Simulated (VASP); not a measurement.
Here is a VASP 6.6.1 calculation.

File INCAR:

```
SYSTEM = P
PREC = Accurate
ENCUT = 520
EDIFF = 1E-6
ISMEAR = 0
SIGMA = 0.05
LREAL = .False.
LASPH = .True.
NELM = 60
ALGO = Normal
ISIF = 2
LWAVE = .False.
LCHARG = .False.
NBANDS = 18
```

The input KPOINTS:

```
regular mesh
0
Gamma
  8 1 6
  0 0 0
```

Contents of POSCAR:

```
P
1.0
    3.2837277200      0.0000000000      0.0000000000
    0.0000000000     34.8570309900      0.0000000000
    0.0000000000      0.0000000000      4.6320847100
P
4
Direct
   -0.0682229727      0.9702614300      0.6352265085
    0.0000000000      0.0297385700      0.4078492800
    0.5000000000      0.0297385700      0.0921507200
    0.5000000000      0.9702614300      0.9078492800
```

Potentials or basis: VASP PAW LDA potentials, release 64 (P).

Command:

```console
$ cat potpaw_LDA.64/P/POTCAR > POTCAR
$ mpirun -np 1 vasp_std > vasp.out
```

Question: Estimate the band gap on the k mesh.

Answer: 0.38 eV (least direct gap 0.67 eV).

Question: Predict the largest force.

Answer: 6.430 eV/Å.

Forces in eV/Å, atoms in the order of the input:
```
P    4.598  0.137 -4.493
P   -0.276 -0.201  0.291
P   -0.226 -0.206  0.296
P   -4.096  0.271  3.906
```

Caveat: the cell differs from its parent crystal (atom 1 (P) moved +0.300 Å towards its neighbour atom 4 (P) at 2.199 Å).
